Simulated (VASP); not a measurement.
Wanted: the native input for a VASP 6.6.1 run.

* Task: single point
* Functional: PBEsol
* Potentials or basis: VASP PAW PBE potentials, release 64 (W_sv, Se)
* Cutoff: 520 eV
* k mesh: 6 × 6 × 6
* Occupations: gaussian, width 0.1 eV
* Spin: collinear spin, ferromagnetic start
* Starting moments: [0.12, 0.0] μB
* Dipole correction: no
* Further INCAR settings: ALGO = Normal; EDIFF = 1e-06; NBANDS = 21

The structure of WSe lies in POSCAR:

```
WSe
1.0
    0.0000000000      2.7966156832      2.7966156832
    2.7966156832      0.0000000000      2.7966156832
    2.7966156832      2.7966156832      0.0000000000
W Se
1 1
Direct
    0.0000000000      0.0000000000      0.0000000000
    0.2500000000      0.2500000000      0.2500000000
```

These files were run (other wordings do the same):

INCAR

```
SYSTEM = WSe
PREC = Accurate
ENCUT = 520
EDIFF = 1E-6
ISMEAR = 0
SIGMA = 0.1
LREAL = .False.
LASPH = .True.
NELM = 150
ALGO = Normal
ISIF = 2
LWAVE = .False.
LCHARG = .False.
ISPIN = 2
MAGMOM = 0.12 0
LORBIT = 11
LMAXMIX = 4
GGA = PS
NBANDS = 21
```

KPOINTS

```
regular mesh
0
Gamma
  6 6 6
  0 0 0
```

Potentials or basis: VASP PAW PBE potentials, release 64 (W_sv, Se).

Launch:

```sh
$ cat potpaw_PBE.64/W_sv/POTCAR potpaw_PBE.64/Se/POTCAR > POTCAR
$ mpirun -np 1 vasp_std > vasp.out
```

It gave:

The pressure is -0.1 GPa. The net moment is 0.19 μB per cell. The site moments are W +0.16; Se -0.00 μB. The valence electrons inside the program's atomic spheres are W 12.08; Se 4.03.

Caveat: the PAW data sets were made with another functional, which shifts forces and pressure a little.

Run time: 16 s on 1 thread of Intel(R) Xeon(R) 6975P-C (Granite Rapids) (shared host), peak memory 0.19 GiB.
